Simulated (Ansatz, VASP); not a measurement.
One calculation of MgSe, two programs

The input INCAR:

```
  ALGO = Normal
  EDIFF = 1E-6
  ENCUT = 600
  GGA = PE
  GGA_COMPAT = F
  ISIF = 2
  ISMEAR = 1
  LASPH = T
  LCHARG = T
  LDAU = T
  LDAUJ = 0 0
  LDAUL = -1 1
  LDAUPRINT = 1
  LDAUTYPE = 2
  LDAUU = 0 1.3
  LELF = T
  LREAL = F
  LVHAR = T
  LWAVE = F
  NBANDS = 11
  NELM = 200
  PREC = Accurate
  SIGMA = 0.024
```

The input KPOINTS:

```
k-points
0
Gamma
  4 4 4
```

POSCAR

```
MgSe
1.0
    0.0000000000      2.7337235204      2.7337235204
    2.7337235204      0.0000000000      2.7337235204
    2.7337235204      2.7337235204      0.0000000000
Mg Se
1 1
Direct
    0.0000000000      0.0000000000      0.0000000000
    0.5000000000      0.5000000000      0.5000000000
```

Input for Ansatz:

```yaml
crystal:
  lattice:
    - [0.0, 2.7337235204, 2.7337235204]
    - [2.7337235204, 0.0, 2.7337235204]
    - [2.7337235204, 2.7337235204, 0.0]
  atoms:
    - { symbol: Mg, position: [0.0, 0.0, 0.0] }
    - { symbol: Se, position: [0.5, 0.5, 0.5] }
basis:
  ecutwfc: 420
  ecutrho_ratio: 6
kpoints:
  mp_grid: { grid: [4, 4, 4] }
hamiltonian:
  xc: pbe
  hubbard: { sites: [{ species: Se, l: p, u_eff: 1.3 }] }
scf:
  occupations: { method: methfessel_paxton, width: 0.024 }
output:
  forces: true
  stress: true
  eigenvalues: true
accuracy: low
```

Alike in both runs: task single point; functional PBE; k mesh 4 × 4 × 4; occupations methfessel-paxton of order 1, width 0.024 eV; no spin polarisation; Hubbard terms Se p U = 1.3 eV.

|  | VASP | Ansatz |
| --- | --- | --- |
| version | VASP 6.6.1 | Ansatz 0.2.0 |
| potentials or method | VASP PAW PBE potentials, release 64 (Mg, Se), cutoff 600 eV | scalar-relativistic, plane waves, PAW |
| valence electrons in the cell | 8 | 26 |

```csv
,VASP,Ansatz,Ansatz less VASP
gap on the k mesh at the Fermi level (eV),1.72,2.22,+0.506
least direct gap on the mesh (eV),2.48,3.01,+0.537
pressure (GPa),1.9,1.1,-0.81
```

The programs project onto different local orbitals, so the same U acts differently, and such runs can settle in different states. VASP's potentials hold 8 valence electrons a cell and Ansatz's 26, so a difference there can come from the potentials and not from the codes.

The k mesh is coarse, so the values compare programs but aren't converged.
